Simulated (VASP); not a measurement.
# HfH5 (P-6m2) in VASP: notebook, part 2 of 3

VASP 6.6.1. The steps go on from the part before.

## 3. Relaxation of cell and atoms, PBE

This run uses another cell than the first one, of 29.39 Å³/atom.

The input, INCAR:

```
SYSTEM = HfH5
  PREC = Accurate
  ENCUT = 600
  EDIFF = 1E-7
  ISMEAR = 0
  SIGMA = 0.1
  LREAL = .FALSE.
  LASPH = .TRUE.
  NELM = 100
  ALGO = Normal
  ISIF = 3
  LWAVE = .FALSE.
  LCHARG = .FALSE.
  GGA = PE
  IBRION = 2
  NSW = 90
  EDIFFG = -0.04
```

The input, KPOINTS:

```
Automatic mesh
0
G
  3 3 6
  0 0 0
```

The input, POSCAR:

```
HfH5
1.0
    7.6574523063      0.0000000000      0.0000000000
   -3.8287261531      6.6315482255      0.0000000000
    0.0000000000      0.0000000000      3.4725591186
Hf H
1 5
Direct
    0.0000000000      0.0000000000      0.0000000000
    0.6666666667      0.3333333333      0.6081878031
    0.6666666667      0.3333333333      0.3918121969
    0.8612242560      0.1387757440      0.0000000000
    0.8612242560      0.7224485121      0.0000000000
    0.2775514879      0.1387757440      0.0000000000
```

Potentials or basis: VASP PAW PBE potentials, release 64 (Hf_pv, H).

Command:

```sh
$ cat potpaw_PBE.64/Hf_pv/POTCAR potpaw_PBE.64/H/POTCAR > POTCAR
$ mpirun -np 1 vasp_std > vasp.out
```

OUTCAR:

```text
SYSTEM = HfH5
   PREC = Accurate
   ENCUT = 600
   EDIFF = 1E-7
   ISMEAR = 0
   LREAL = .FALSE.
   LASPH = .TRUE.
   NELM = 100
   ISIF = 3
   GGA = PE
   IBRION = 2
   NSW = 90
   EDIFFG = -0.04

 ion  position               nearest neighbor table
   1  0.000  0.000  0.000-   5 1.84   6 1.84   4 1.84
   2  0.667  0.333  0.608-   3 0.75
   3  0.667  0.333  0.392-   2 0.75
   4  0.861  0.139  0.000-   1 1.84
   5  0.861  0.722  0.000-   1 1.84
   6  0.278  0.139  0.000-   1 1.84

  LATTYP: Found a hexagonal cell.
 ALAT       =     7.6574523063
 C/A-ratio  =     0.4534875282

  Lattice vectors:

 A1 = (   7.6574523063,   0.0000000000,   0.0000000000)
 A2 = (  -3.8287261531,   6.6315482255,   0.0000000000)
 A3 = (   0.0000000000,   0.0000000000,   3.4725591186)

Analysis of symmetry for initial positions (statically):
=====================================================================
 Subroutine PRICEL returns:
 Original cell was already a primitive cell.

 Routine SETGRP: Setting up the symmetry group for a
 hexagonal supercell.

 Subroutine GETGRP returns: Found 12 space group operations
 (whereof 12 operations were pure point group operations)
 out of a pool of 24 trial point group operations.

The static configuration has the point symmetry D_3h.

Analysis of symmetry for dynamics (positions and initial velocities):
=====================================================================
 Subroutine PRICEL returns:
 Original cell was already a primitive cell.

 Routine SETGRP: Setting up the symmetry group for a
 hexagonal supercell.

 Subroutine GETGRP returns: Found 12 space group operations
 (whereof 12 operations were pure point group operations)
 out of a pool of 24 trial point group operations.

The dynamic configuration has the point symmetry D_3h.

 Subroutine INISYM returns: Found 12 space group operations
[... 102 lines left out ...]
   PSTRESS=    0.0 pullay stress
   NELECT =      15.0000    total number of electrons
   NUPDOWN=      -1.0000    fix difference up-down
   EMIN   =  10.00;   EMAX   =-10.00  energy-range for DOS
   EFERMI =   0.00;   METHOD = LEGACY
   ISMEAR =     0;   SIGMA  =   0.10  broadening in eV -4-tet -1-fermi 0-gaus
   EFERMI_NEDOS =   21; number of points for ismear=-14 and -15
   IALGO  =     38    algorithm
   IMIX   =      4    mixing-type and parameters
     AMIX     =   0.40;   BMIX     =  1.00
     AMIX_MAG =   1.60;   BMIX_MAG =  1.00
  volume/ion in A,a.u.               =      29.39       198.33
  Fermi-wavevector in a.u.,A,eV,Ry     =   0.719983  1.360571  7.052929  0.518376
  Thomas-Fermi vector in A             =   1.809319
   LORBIT       =      0    0 simple, 1 ext, 2 COOP (PROOUT), +10 PAW based schemes
   GGA     = PE    functional components
   LHFCALC =     F    Hartree Fock is set to
   AEXX    =    0.0000 exact exchange contribution
   IVDW    =     0    specifies the selected vdW correction
   LEPSILON=     F    determine dielectric tensor
   LRPA    =     F    only Hartree local field effects (RPA)
 conjugate gradient relaxation of ions
 non-spin polarized calculation
 Gauss-broadening in eV      SIGMA  =   0.10
  energy-cutoff  :      600.00
  volume of cell :      176.34
 maximum number of plane-waves:      5918
 NGX is ok and might be reduce to    64
   NGX = 31   NGY = 31   NGZ = 13

--------------------------------------- Ionic step        1  -------------------------------------------

 number of electron      15.0000000 magnetization

 Free energy of the ion-electron system (eV)
  ---------------------------------------------------
  ext. energy  EPLUGINS =         0.00000000
  ---------------------------------------------------
  free energy    TOTEN  =       -23.58949053 eV

  energy without entropy =      -23.58949053  energy(sigma->0) =      -23.58949053

------------------------ aborting loop because EDIFF is reached ----------------------------------------

  FORCE on cell =-STRESS in cart. coord.  units (eV):
  Direction    XX          YY          ZZ          XY          YZ          ZX
  --------------------------------------------------------------------------------------
  -------------------------------------------------------------------------------------
  Total        0.0224792      0.0224792     -0.8625807      0.0000000     -0.0000000      0.0000000
  in kB        0.2042406      0.2042406     -7.8372091      0.0000000     -0.0000000      0.0000000
  external PRESSURE =      -2.4762426 kB  Pullay stress =       0.0000000 kB
[... 307 lines left out ...]
--------------------------------------- Ionic step        9  -------------------------------------------

 number of electron      14.9999998 magnetization

 Free energy of the ion-electron system (eV)
  ---------------------------------------------------
  ext. energy  EPLUGINS =         0.00000000
  ---------------------------------------------------
  free energy    TOTEN  =       -23.60774398 eV

  energy without entropy =      -23.60774398  energy(sigma->0) =      -23.60774398

 E-fermi :  -3.3537     XC(G=0):  -4.5782

 val. band max:       -3.8032011279   @ k =   0.0000   0.0000   0.1667
 cond. band min:      -2.5944690833   @ k =   0.3333   0.3333   0.5000
 fundamental gap:      1.2087320445
 Fermi energy:        -3.3537329992

 k-point     1 :       0.0000    0.0000    0.0000
  band No.  band energies     occupation
      1     -34.2134      2.00000
      2     -34.0851      2.00000
      3     -34.0851      2.00000
      4      -8.3219      2.00000
      5      -7.1595      2.00000
      6      -5.3945      2.00000
      7      -5.3945      2.00000
      8      -4.3654      2.00000
      9      -0.9565      0.00000
     10      -0.9565      0.00000
     11       0.1616      0.00000
[... 185 lines left out ...]
  FREE ENERGIE OF THE ION-ELECTRON SYSTEM (eV)
  ---------------------------------------------------
  free  energy   TOTEN  =       -23.6077439774 eV

  energy  without entropy=      -23.6077439773  energy(sigma->0) =      -23.60774398

 reached required accuracy - stopping structural energy minimisation
```

OSZICAR:

```text
N       E                     dE             d eps       ncg     rms          rms(c)
DAV:   1     0.578271720903E+01    0.57827E+01   -0.70012E+03   360   0.107E+03
DAV:   2    -0.236349539891E+02   -0.29418E+02   -0.27790E+02   349   0.134E+02
DAV:   3    -0.267416719290E+02   -0.31067E+01   -0.30317E+01   312   0.338E+01
[... 94 lines left out ...]
DAV:   1    -0.236077735702E+02   -0.30246E-04   -0.15166E-03   264   0.337E-01    0.398E-02
DAV:   2    -0.236077528619E+02    0.20708E-04   -0.26150E-05   264   0.464E-02    0.160E-02
DAV:   3    -0.236077452273E+02    0.76346E-05   -0.12354E-05   267   0.249E-02    0.736E-03
DAV:   4    -0.236077440709E+02    0.11564E-05   -0.18200E-06   351   0.998E-03    0.426E-03
DAV:   5    -0.236077439774E+02    0.93500E-07   -0.65414E-07   327   0.419E-03
   9 F= -.23607744E+02 E0= -.23607744E+02  d E =-.128788E-01
```

CONTCAR:

```text
HfH5
   1.00000000000000
     7.6712037529326969    0.0000000000001037   -0.0000000000000000
    -3.8356018764161681    6.6434573276225217   -0.0000000000000000
    -0.0000000000000000   -0.0000000000000000    3.3298814673820507
  Hf              H
     1     5
Direct
     0.0000000000000000    0.0000000000000000    0.0000000000000000
     0.6666666667000030    0.3333333332999970    0.6124535008480960
     0.6666666667000030    0.3333333332999970    0.3875464991519040
     0.8618383577040509    0.1381616422959489    0.0000000000000000
     0.8618383577040509    0.7236767155081039    0.0000000000000000
     0.2763232844918961    0.1381616422959490    0.0000000000000000

  0.00000000E+00  0.00000000E+00  0.00000000E+00
  0.00000000E+00  0.00000000E+00  0.00000000E+00
  0.00000000E+00  0.00000000E+00  0.00000000E+00
  0.00000000E+00  0.00000000E+00  0.00000000E+00
  0.00000000E+00  0.00000000E+00  0.00000000E+00
  0.00000000E+00  0.00000000E+00  0.00000000E+00
```

Run time: 5.7 min. Hardware: 1 thread of Intel Xeon 8259CL, shared host; peak memory 0.36 GiB.

What came out:

```yaml
Free_energy: -23.6077 eV
Relaxed_volume: 28.28 Å³/atom
Relaxed_cell: a = 7.671 Å, b = 7.671 Å, c = 3.330 Å, α = 90.00°, β = 90.00°, γ = 120.00°
Space_group_after_relaxing_to_0.1_Å: P-6m2 (No. 187)
Energy_gained_by_relaxing: 3.0 meV/atom
Ionic_steps: 9
Pressure_after_relaxing: 0.2 GPa
Largest_force_after_relaxing: 0.038 eV/Å
Band_gap_on_the_k_mesh: zero (an odd number of electrons rules out a gap without spin polarisation)
```

Forces in eV/Å, atoms in the order of the input:
```
Hf   0.000  0.000  0.000
H    0.000  0.000  0.038
H    0.000  0.000 -0.038
H   -0.030  0.017  0.000
H    0.000 -0.035  0.000
H    0.030  0.017  0.000
```

Stress tensor (GPa, compression positive):
```
0.21 0.00 0.00
0.00 0.21 0.00
0.00 0.00 0.05
```

Step by step:
```csv
step,energy change (eV),largest force (eV/Å),pressure (GPa),volume (Å³)
1,0.0000,0.0384,-0.25,176.34
2,-0.0045,0.2725,-0.12,175.18
3,-0.0054,0.4857,-0.03,174.42
4,-0.0068,0.4561,-0.02,174.14
5,-0.0107,0.3697,0.01,173.30
6,-0.0161,0.2055,0.07,171.62
7,-0.0168,0.0906,0.23,168.25
8,-0.0183,0.0467,0.15,169.79
9,-0.0183,0.0384,0.16,169.70
```

Final structure:
```cif
data_structure
_symmetry_space_group_name_H-M 'P 1'
_symmetry_Int_Tables_number 1
_cell_length_a 7.6712
_cell_length_b 7.6712
_cell_length_c 3.3299
_cell_angle_alpha 90.000
_cell_angle_beta 90.000
_cell_angle_gamma 120.000
_cell_volume 169.70
loop_
_atom_site_label
_atom_site_type_symbol
_atom_site_fract_x
_atom_site_fract_y
_atom_site_fract_z
_atom_site_occupancy
Hf1 Hf 0.00000 0.00000 0.00000 1
H1 H 0.66667 0.33333 0.61245 1
H2 H 0.66667 0.33333 0.38755 1
H3 H 0.86184 0.13816 0.00000 1
H4 H 0.86184 0.72368 0.00000 1
H5 H 0.27632 0.13816 0.00000 1
```

Levels at points of the mesh, in eV from the Fermi level:
| k point | band 5 | band 6 | band 7 | band 8 | band 9 | band 10 |
| --- | --- | --- | --- | --- | --- | --- |
| (0.00, 0.00, 0.00) | -3.81 | -2.04 | -2.04 | -1.01 | 2.40 | 2.40 |
| (0.00, 0.00, 0.50) | -2.73 | -1.34 | -1.34 | 0.77 | 0.77 | 2.42 |

Caveat: spin-orbit coupling is left out, which moves the levels of the heavy elements.

(Part 2 of 3 ends here.)
